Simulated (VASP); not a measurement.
CsCl, 2 atoms in the cell. Symmetry: Pm-3m, No. 221, cubic system. Conventional cell: a = 4.141 Å, b = 4.141 Å, c = 4.141 Å, α = 90.00°, β = 90.00°, γ = 90.00°. Cs (site symmetry m-3m) has 8 Cl at 3.59 Å and 6 Cs at 4.14 Å within 4.7 Å. Within 4.7 Å of Cl (site symmetry m-3m) lie 8 Cs at 3.59 Å and 6 Cl at 4.14 Å. 

| Property | Result |
| --- | --- |
| Program | VASP 6.6.1 |
| Task | single point |
| Functional | LDA |
| Potentials or basis | VASP PAW LDA potentials, release 64 (Cs_sv, Cl) |
| Cutoff | 500 eV |
| k mesh | 4 × 4 × 4 |
| Occupations | gaussian, width 0.01 eV |
| Spin | no spin polarisation |
| Dipole correction | no |
| Further INCAR settings | ALGO = Normal; EDIFF = 1e-06; NBANDS = 15 |

Potentials or basis: VASP PAW LDA potentials, release 64 (Cs_sv, Cl).

The run is started by

```sh
$ cat potpaw_LDA.64/Cs_sv/POTCAR potpaw_LDA.64/Cl/POTCAR > POTCAR
$ mpirun -np 1 vasp_std > vasp.out
```

Hardware: 1 thread of AMD EPYC 9R45 96-Core Processor (Zen 5) (shared host).

**Question.** How long does it take, and how much memory?

**Answer.** It took 3.8 s on 1 thread of AMD EPYC 9R45 96-Core Processor (Zen 5), on a shared host, peak memory 0.11 GiB. Counts: scf iterations 12, k points 10.
